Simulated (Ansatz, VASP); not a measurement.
## Ti: VASP beside Ansatz

```xyz
12
Lattice="5.7103 0.0000 0.0000 -2.8551 4.9452 0.0000 0.0000 0.0000 22.6624" Properties=species:S:1:pos:R:3 pbc="T T T"
Ti    1.4276    0.8242    8.0000
Ti    0.0000    3.2968    8.0000
Ti    4.2827    0.8242    8.0000
Ti    2.8551    3.2968    8.0000
Ti    2.8660    1.6549   10.2481
Ti    1.4266    4.1196   10.1375
Ti   -0.0115    1.6544   10.2503
Ti   -1.4288    4.1130   10.2524
Ti   -1.4286    2.4692   12.9099
Ti   -0.0507   -0.0175   12.4406
Ti    1.4292    2.5187   12.4409
Ti    2.9015   -0.0144   12.4355
```

Alike in both runs: task single point; functional PBE; dispersion D3(BJ); k mesh 4 × 4 × 1; occupations gaussian, width 0.1 eV; no spin polarisation.

```csv
,VASP,Ansatz
version,VASP 6.6.1,Ansatz 0.2.0
potentials or method,"VASP PAW PBE potentials, release 64 (Ti_sv), cutoff 520 eV","scalar-relativistic, plane waves, PAW"
valence electrons in the cell,144,144
```

Ansatz gave:

- gap on the k mesh at the Fermi level (eV): none
- rms of the force components (eV/Å): 0.128

Problem. Estimate VASP's values.

Solution. gap on the k mesh at the Fermi level (eV): none; rms of the force components (eV/Å): 0.129.

Atom by atom the forces differ by 0.008 eV/Å (rms over components). A gap of «none» marks a metal or a gap that the smearing closes.
